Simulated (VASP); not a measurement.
Input of a VASP 6.6.1 run:

The input POSCAR:

```
Ir
1.0
    2.7012415878      0.0000000000      0.0000000000
   -1.3506207939      2.3393438368      0.0000000000
    0.0000000000      0.0000000000      4.3726029946
Ir
2
Direct
    0.3333333333      0.6666666667      0.7500000000
    0.6666666667      0.3333333333      0.2500000000
```

INCAR.step1

```
  ALGO = Normal
  EDIFF = 1E-4
  ENCUT = 520
  GGA = PE
  ISMEAR = 0
  LASPH = True
  LCHARG = False
  LREAL = False
  LWAVE = True
  NBANDS = 16
  NELM = 80
  PREC = Accurate
  SIGMA = 0.05
```

INCAR.step2

```
  ALGO = Normal
  EDIFF = 1E-6
  ENCUT = 520
  ISIF = 2
  ISMEAR = 0
  ISTART = 1
  LASPH = True
  LCHARG = False
  LMIXTAU = True
  LREAL = False
  LWAVE = False
  METAGGA = R2SCAN
  NBANDS = 16
  NELM = 80
  PREC = Accurate
  SIGMA = 0.05
```

The input KPOINTS:

```
k-points
0
Gamma
  18 18 10
```

Potentials or basis: VASP PAW PBE potentials, release 64 (Ir).

Command:

```sh
$ cat potpaw_PBE.64/Ir/POTCAR > POTCAR
$ cp INCAR.step1 INCAR
$ mpirun -np 1 vasp_std > vasp.out
$ cp INCAR.step2 INCAR
$ mpirun -np 1 vasp_std > vasp.out
```

Q: Predict the band gap on the k mesh.

A: Zero (bands 9 and 10 overlap by 3.60 eV).

Q: What does it give for the pressure?

A: 15.8 GPa.

Stress tensor (GPa, compression positive):
```
15.55  0.00  0.00
 0.00 15.55  0.00
 0.00  0.00 16.35
```

Caveat: the cell stands under pressure; the PAW data sets were made with another functional, which shifts forces and pressure a little; spin-orbit coupling is left out, which moves the levels of the heavy elements.
